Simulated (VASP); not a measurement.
A run of VASP 6.6.1:

Contents of INCAR:

```
SYSTEM = AgI
  PREC = Accurate
  ENCUT = 500
  EDIFF = 1E-6
  ISMEAR = -1
  SIGMA = 0.02
  LREAL = .False.
  LASPH = .True.
  NELM = 120
  ALGO = Normal
  ISIF = 2
  LWAVE = .False.
  LCHARG = .False.
  GGA = CA
  NBANDS = 16
  GGA_COMPAT = .False.
```

The input KPOINTS:

```
Automatic mesh
0
Gamma
  6 6 6
  0 0 0
```

Contents of POSCAR:

```
AgI
1.0
    0.0000000000      3.1745771834      3.1745771834
    3.1745771834      0.0000000000      3.1745771834
    3.1745771834      3.1745771834      0.0000000000
Ag I
1 1
Direct
    0.0000000000      0.0000000000      0.0000000000
    0.2500000000      0.2500000000      0.2500000000
```

Potentials or basis: VASP PAW LDA potentials, release 64 (Ag, I).

Run with:

```console
$ cat potpaw_LDA.64/Ag/POTCAR potpaw_LDA.64/I/POTCAR > POTCAR
$ mpirun -np 1 vasp_std > vasp.out
```

Hardware: 1 thread of Intel(R) Xeon(R) Platinum 8488C (Sapphire Rapids) (shared host).

Estimate the wall time of this run.

It took 14 s on 1 thread of Intel(R) Xeon(R) Platinum 8488C (Sapphire Rapids) (shared host), peak memory 0.17 GiB. Counts: scf iterations 12, k points 16.
